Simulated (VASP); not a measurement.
Runs of VASP 6.6.1 on Fe. The structure is that of space group Im-3m (No. 229), or close to it. The cells are those of the table. 

```tsv
level	cell	k mesh	grid for exact exchange (PRECFOCK)	share of exact exchange	screening parameter	gap on the mesh (eV)	pressure (GPa)	moment (μB)
PBEsol-based screened hybrid	a = 2.832, b = 2.495, c = 2.495 Å, angles 69.1, 55.4, 55.4°, 1 atom	7 × 7 × 7	Normal	0.25	0.207 1/Å	none	(b)	2.87
PBEsol	a = 2.748, b = 2.380, c = 2.380 Å, angles 70.5, 54.7, 54.7°, 1 atom	13 × 13 × 13	-	-	-	none	(a)	2.01
PBEsol	a = 2.719, b = 2.355, c = 2.355 Å, angles 70.5, 54.7, 54.7°, 1 atom	13 × 13 × 13	-	-	-	none	19.7	1.99
PBEsol	a = 2.765, b = 2.395, c = 2.394 Å, angles 70.5, 54.7, 54.7°, 1 atom	13 × 13 × 13	-	-	-	none	5.0	2.04
PBEsol	a = 2.776, b = 2.404, c = 2.404 Å, angles 70.5, 54.7, 54.7°, 1 atom	13 × 13 × 13	-	-	-	none	2.0	2.05
PBEsol	a = 2.784, b = 2.412, c = 2.411 Å, angles 70.5, 54.7, 54.7°, 1 atom	13 × 13 × 13	-	-	-	none	-0.1	2.07
PBEsol	a = 2.693, b = 2.332, c = 2.332 Å, angles 70.5, 54.7, 54.7°, 1 atom	13 × 13 × 13	-	-	-	none	29.7	1.96
```

Alike in all rows: task single point; potentials or basis VASP PAW PBE potentials, release 64 (Fe); spin collinear, ferromagnetic start; cutoff (eV) 520; smearing fermi-dirac 0.05 eV.

Question: Fill in the values left out.

Answer: (a) 9.7; (b) 0.5.

Caveats: some runs use coarse meshes; the PAW data sets were made with another functional, which shifts forces and pressure a little.

A gap of «none» marks levels without a gap at the run's occupations.
